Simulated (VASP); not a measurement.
Wanted: the native input for a VASP 6.6.1 run.

```
Task                   : single point
Functional             : PBE
Potentials or basis    : VASP PAW PBE potentials, release 64 (Cu, O)
Cutoff                 : 520 eV
k mesh                 : 10 × 10 × 6
Occupations            : fermi-dirac, width 0.05 eV
Spin                   : no spin polarisation
Dipole correction      : no
Further INCAR settings : ALGO = Normal; EDIFF = 1e-06; NBANDS = 25
```

The structure of CuO lies in POSCAR:

```
CuO
1.0
    3.2213738600      0.0000000000      0.0000000000
   -1.6106869300      2.7897916011      0.0000000000
    0.0000000000      0.0000000000      4.4898065060
Cu O
2 2
Direct
    0.0000000000      0.0000000000      0.0000000000
    0.0000000000      0.0000000000      0.5000000000
    0.3333333333      0.6666666667      0.2500000000
    0.6666666667      0.3333333333      0.7500000000
```

One way to write it, as run:

INCAR

```
SYSTEM = CuO
ALGO = Normal ; EDIFF = 1E-6
ENCUT = 520 ; GGA = PE
ISIF = 2 ; ISMEAR = -1
LASPH = .TRUE. ; LCHARG = .FALSE.
LREAL = .FALSE. ; LWAVE = .FALSE.
NBANDS = 25 ; NELM = 80
PREC = Accurate ; SIGMA = 0.05
```

KPOINTS

```
k-points
0
G
  10 10 6
  0 0 0
```

Potentials or basis: VASP PAW PBE potentials, release 64 (Cu, O).

The run is started by

```sh
$ cat potpaw_PBE.64/Cu/POTCAR potpaw_PBE.64/O/POTCAR > POTCAR
$ mpirun -np 1 vasp_std > vasp.out
```

Results of the run:

| Item | Value |
| --- | --- |
| Pressure | -0.4 GPa |
| Band gap on the k mesh | zero (band 17 reaches 5.76 eV, above the bottom of band 18 at 4.69 eV) |

Caveat: semilocal functionals often make such compounds metallic where correlation or magnetic order opens a gap, which also shifts bond lengths.

Run time: 19 s on 1 thread of Intel(R) Xeon(R) 6975P-C (Granite Rapids) (shared host), peak memory 0.18 GiB.
